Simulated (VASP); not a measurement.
Input of a VASP 6.6.1 run:

File POSCAR:

```
GaN
1.0
    3.1831493761      0.0000000000      0.0000000000
   -1.5915746880      2.7566882238      0.0000000000
    0.0000000000      0.0000000000      5.0799527247
Ga N
2 2
Direct
    0.3333333333      0.6666666667     -0.0026894077
    0.6666666667      0.3333333333      0.4973105923
    0.3333333333      0.6666666667      0.3776894077
    0.6666666667      0.3333333333      0.8776894077
```

File INCAR.step1:

```
SYSTEM = GaN
PREC = Accurate ; ENCUT = 520
ISMEAR = 0 ; SIGMA = 0.01
LREAL = .False. ; LASPH = .True.
NELM = 100 ; NBANDS = 26
GGA = PE ; ALGO = Normal
EDIFF = 1E-4 ; LWAVE = .True.
LCHARG = .False.
```

INCAR.step2

```
SYSTEM = GaN
PREC = Accurate ; ENCUT = 520
EDIFF = 1E-7 ; ISMEAR = 0
SIGMA = 0.01 ; LREAL = .False.
LASPH = .True. ; NELM = 100
ALGO = Normal ; ISIF = 2
LWAVE = .False. ; LCHARG = .False.
METAGGA = R2SCAN ; LMIXTAU = .True.
NBANDS = 26 ; ISTART = 1
```

The input KPOINTS:

```
Automatic mesh
0
Gamma
  12 12 6
  0 0 0
```

Potentials or basis: VASP PAW PBE potentials, release 64 (Ga_d, N).

Launch:

```bash
$ cat potpaw_PBE.64/Ga_d/POTCAR potpaw_PBE.64/N/POTCAR > POTCAR
$ cp INCAR.step1 INCAR
$ mpirun -np 1 vasp_std > vasp.out
$ cp INCAR.step2 INCAR
$ mpirun -np 1 vasp_std > vasp.out
```

Question: What does it give for the band gap on the k mesh?

Answer: 2.47 eV.

Question: Estimate the pressure.

Answer: 5.3 GPa.

Stress tensor (GPa, compression positive):
```
3.33 0.00 0.00
0.00 3.33 0.00
0.00 0.00 9.30
```

Caveat: the cell differs from its parent crystal (uniaxial z strain -2.0%); the cell stands under pressure; the PAW data sets were made with another functional, which shifts forces and pressure a little.
